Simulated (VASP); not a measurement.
A run of VASP 6.6.1 is set up as follows.

File INCAR:

```
ALGO = Normal ; EDIFF = 1E-7
ENCUT = 520 ; GGA = PE
ISIF = 2 ; ISMEAR = 0
LASPH = T ; LCHARG = F
LREAL = F ; LWAVE = F
NBANDS = 22 ; NELM = 100
PREC = Accurate ; SIGMA = 0.1
```

Contents of KPOINTS:

```
k-points
0
Gamma
  6 6 4
```

The input POSCAR:

```
ZrC4
1.0
    2.6550975654      0.0000000000      0.0000000000
   -1.3275487827      2.2993819412      0.0000000000
    0.0000000000      0.0000000000      7.7269256884
Zr C
1 4
Direct
    0.0000000000      0.0000000000      0.5000000000
    0.3333333333      0.6666666667      0.7703585413
    0.3333333333      0.6666666667      0.2296414587
    0.6666666667      0.3333333333      0.2296414587
    0.6666666667      0.3333333333      0.7703585413
```

Potentials or basis: VASP PAW PBE potentials, release 64 (Zr_sv, C).

Command:

```bash
$ cat potpaw_PBE.64/Zr_sv/POTCAR potpaw_PBE.64/C/POTCAR > POTCAR
$ mpirun -np 1 vasp_std > vasp.out
```

(1) What does it give for the pressure?

(2) Estimate the band gap on the k mesh.

(3) Estimate the largest force.

Results:

(1) 0.2 GPa.

(2) zero (band 14 reaches 10.78 eV, above the bottom of band 15 at 9.22 eV).

(3) 0.007 eV/Å.

Caveat: the k points lie up to 0.46 Å⁻¹ apart; this functional lacks dispersion, which binds the layers, so the pressure and a relaxed spacing across them are unreliable.
